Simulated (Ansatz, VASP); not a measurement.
Be2TeSe2: VASP beside Ansatz

File INCAR:

```
PREC = Accurate
ENCUT = 520
EDIFF = 1E-6
ISMEAR = 0
SIGMA = 0.1
LREAL = F
LASPH = T
NELM = 100
ALGO = Normal
ISIF = 2
LWAVE = F
LCHARG = F
GGA = PE
NBANDS = 19
```

Contents of KPOINTS:

```
regular mesh
0
Gamma
  6 6 2
```

POSCAR

```
Be2TeSe2
1.0
    4.1425126400      0.0000000000      0.0000000000
   -2.0712563200      3.5875211800      0.0000000000
    0.0000000000      0.0000000000      8.4054197800
Be Te Se
2 1 2
Direct
    0.0000000000      0.0000000000      0.9029895400
    0.0000000000      0.0000000000      0.0970104600
    0.0000000000      0.0000000000      0.5000000000
    0.0000000000      0.0000000000      0.2630531500
    0.0000000000      0.0000000000      0.7369468500
```

Input for Ansatz:

```yaml
crystal:
  lattice:
    - [4.14251264, 0.0, 0.0]
    - [-2.07125632, 3.58752118, 0.0]
    - [0.0, 0.0, 8.40541978]
  atoms:
    - { symbol: Be, position: [0.0, 0.0, 0.90298954] }
    - { symbol: Be, position: [0.0, 0.0, 0.09701046] }
    - { symbol: Te, position: [0.0, 0.0, 0.5] }
    - { symbol: Se, position: [0.0, 0.0, 0.26305315] }
    - { symbol: Se, position: [0.0, 0.0, 0.73694685] }
basis:
  ecutwfc: 420
kpoints:
  mp_grid: { grid: [6, 6, 2] }
hamiltonian:
  xc: pbe
scf:
  occupations: { method: gaussian, width: 0.1 }
  lower_state_search: "off"
output:
  forces: true
  stress: true
  eigenvalues: true
```

Alike in both runs: task single point; functional PBE; k mesh 6 × 6 × 2; occupations gaussian, width 0.1 eV; no spin polarisation.

|  | VASP | Ansatz |
| --- | --- | --- |
| version | VASP 6.6.1 | Ansatz 0.2.0 |
| potentials or method | VASP PAW PBE potentials, release 64 (Be, Te, Se), cutoff 520 eV | scalar-relativistic, plane waves, PAW |
| valence electrons in the cell | 22 | 52 |

|  | VASP | Ansatz | Ansatz less VASP |
| --- | --- | --- | --- |
| gap on the k mesh at the Fermi level (eV) | none | none | - |
| rms of the force components (eV/Å) | 9.964 | 9.719 | -0.2450 |

Atom by atom the forces differ by 0.247 eV/Å (rms over components). A gap of «none» marks a metal or a gap that the smearing closes. VASP's potentials hold 22 valence electrons a cell and Ansatz's 52, so a difference there can come from the potentials and not from the codes.

The k mesh is coarse, so the values compare programs but aren't converged. Neither program's run includes spin-orbit coupling.
